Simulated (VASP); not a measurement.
Wanted: the native input for a VASP 6.6.1 run.

```yaml
Task: single point
Functional: PBE
Potentials_or_basis: VASP PAW PBE potentials, release 64 (Al, N)
Cutoff: 520 eV
k_mesh: 8 × 6 × 4
Occupations: gaussian, width 0.05 eV
Spin: no spin polarisation
Dipole_correction: no
Further_INCAR_settings: ALGO = Normal; EDIFF = 1e-06; NBANDS = 26
```

The structure of AlN lies in POSCAR:

```
AlN
1.0
   -1.6567491617      2.8695737234      0.0000000000
    0.0000000000      0.0000000000      4.1874629526
    4.9702474850      2.8695737234      0.0000000000
Al N
4 4
Direct
    0.7597242915      0.7500000000      0.1264871790
    0.0000000000      0.7500000000      0.6666666667
    0.0000000000      0.2500000000      0.3333333333
    0.5000000000      0.2500000000      0.8333333333
    0.5000000000      0.2500000000      0.1666666667
    0.0000000000      0.2500000000      0.6666666667
    0.0000000000      0.7500000000      0.3333333333
    0.5000000000      0.7500000000      0.8333333333
```

This cell differs from its parent crystal: atom 1 (Al) moved by -0.630 Å along [1 0 0] and +0.630 Å along [1 2 0].

These files were run (other wordings do the same):

INCAR

```
ALGO     = Normal         # electronic algorithm
EDIFF    = 1E-6           # SCF threshold, eV
ENCUT    = 520            # plane-wave cutoff, eV
GGA      = PE             # functional
ISIF     = 2              # what is computed and relaxed
ISMEAR   = 0              # smearing method
LASPH    = True           # aspherical terms in the spheres
LCHARG   = False          # write CHGCAR
LREAL    = False          # projectors in reciprocal space
LWAVE    = False          # write WAVECAR
NBANDS   = 26             # bands
NELM     = 100            # most SCF steps
PREC     = Accurate       # precision mode
SIGMA    = 0.05           # smearing width, eV
```

KPOINTS

```
k-points
0
Gamma
  8 6 4
```

Potentials or basis: VASP PAW PBE potentials, release 64 (Al, N).

Launch:

```bash
$ cat potpaw_PBE.64/Al/POTCAR potpaw_PBE.64/N/POTCAR > POTCAR
$ mpirun -np 1 vasp_std > vasp.out
```

Results of the run:

```json
{
 "Pressure": "19.0 GPa",
 "Largest force": "19.627 eV/Å",
 "Band gap on the k mesh": "1.74 eV, direct"
}
```

Caveat: the cell differs from its parent crystal (atom 1 (Al) moved by -0.630 Å along [1 0 0] and +0.630 Å along [1 2 0]); forces of over 1 eV/Å act on the atoms, so gaps and moduli don't describe the material at rest.

It took 100 s on 1 thread of Intel(R) Xeon(R) 6975P-C (Granite Rapids), on a shared host, peak memory 0.25 GiB.
